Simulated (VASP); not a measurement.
The system is Dy3Br.

```
Dy Br
1.0
     0.00000    4.00993    4.00993
     4.00993    0.00000    4.00993
     4.00993    4.00993    0.00000
Dy Br
3 1
Direct
  0.75000 0.75000 0.75000
  0.50000 0.50000 0.50000
  0.25000 0.25000 0.25000
  0.00000 0.00000 0.00000
```

The cell was generated, and may not be a known phase.

```yaml
Program: VASP 6.6.1
Task: relaxation of cell and atoms
Functional: PBE
Potentials_or_basis: VASP PAW PBE potentials, release 64 (Dy_3, Br), 4f in core
Cutoff: 500 eV
k_mesh: 10 × 10 × 10
Occupations: gaussian, width 0.1 eV
Spin: no spin polarisation
```

At the start: pressure -2.0 GPa; volume 32.24 Å³/atom.

Question: How do energy, volume and symmetry change on relaxing?

Answer: Over 3 steps the energy falls by 15.0 meV/atom and the volume is 30.03 Å³/atom (-6.9 %); space group Fm-3m (No. 225, to 0.1 Å) before and after.

The path:
```tsv
step	energy change (eV)	largest force (eV/Å)	pressure (GPa)	volume (Å³)
1	0.0000	0.0000	-2.04	128.96
2	-0.0583	0.0000	-0.36	121.43
3	-0.0599	0.0000	-0.01	120.11
```

Final structure:
```
CELL_PARAMETERS angstrom
0.00000 3.91602 3.91602
3.91602 0.00000 3.91602
3.91602 3.91602 0.00000
ATOMIC_POSITIONS crystal
Dy 0.75000 0.75000 0.75000
Dy 0.50000 0.50000 0.50000
Dy 0.25000 0.25000 0.25000
Br 0.00000 0.00000 0.00000
```

Caveat: the run has no spin polarisation, though such a crystal can be magnetic.
